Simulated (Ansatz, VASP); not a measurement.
# BaTiO3 in VASP and in Ansatz

Contents of INCAR:

```
  PREC = Accurate
  ENCUT = 520
  EDIFF = 1E-6
  ISMEAR = 0
  SIGMA = 0.01
  LREAL = F
  LASPH = T
  NELM = 80
  ALGO = Normal
  ISIF = 2
  LWAVE = F
  LCHARG = F
  GGA = PE
  NBANDS = 28
```

Contents of KPOINTS:

```
Automatic mesh
0
Gamma
  6 6 6
```

The input POSCAR:

```
BaTiO3
1.0
    4.1353141425      0.0000000000      0.0000000000
    0.0000000000      4.1353141425      0.0000000000
    0.0000000000      0.0000000000      4.1353141425
Ba Ti O
1 1 3
Direct
    0.5000000000      0.5000000000      0.5000000000
    0.0000000000      0.0000000000      0.0000000000
    0.5000000000      0.0000000000      0.0000000000
    0.0000000000      0.5000000000      0.0000000000
    0.0000000000      0.0000000000      0.5000000000
```

Input for Ansatz:

```yaml
crystal:
  lattice:
    - [4.135314142518207, 0.0, 0.0]
    - [0.0, 4.135314142518207, 0.0]
    - [0.0, 0.0, 4.135314142518207]
  atoms:
    - { symbol: Ba, position: [0.5, 0.5, 0.5] }
    - { symbol: Ti, position: [0.0, 0.0, 0.0] }
    - { symbol: O, position: [0.5, 0.0, 0.0] }
    - { symbol: O, position: [0.0, 0.5, 0.0] }
    - { symbol: O, position: [0.0, 0.0, 0.5] }
basis:
  ecutwfc: 550.0
kpoints:
  mp_grid:
    grid: [6, 6, 6]
hamiltonian:
  xc: pbe
  pseudopotentials:
    kind: paw
scf:
  occupations:
    method: fixed
output:
  stress: true
```

Alike in both runs: task single point; functional PBE; k mesh 6 × 6 × 6; no spin polarisation.

```csv
,VASP,Ansatz
version,VASP 6.6.1,Ansatz 0.2.0
potentials or method,"VASP PAW PBE potentials, release 64 (Ba_sv, Ti_sv, O), cutoff 520 eV","plane waves, PAW"
occupations,"gaussian, width 0.01 eV",fixed
valence electrons in the cell,40,40
```

|  | VASP | Ansatz | Ansatz less VASP |
| --- | --- | --- | --- |
| pressure (GPa) | -10.2 | -11.5 | -1.24 |

Spin-orbit coupling is off throughout.
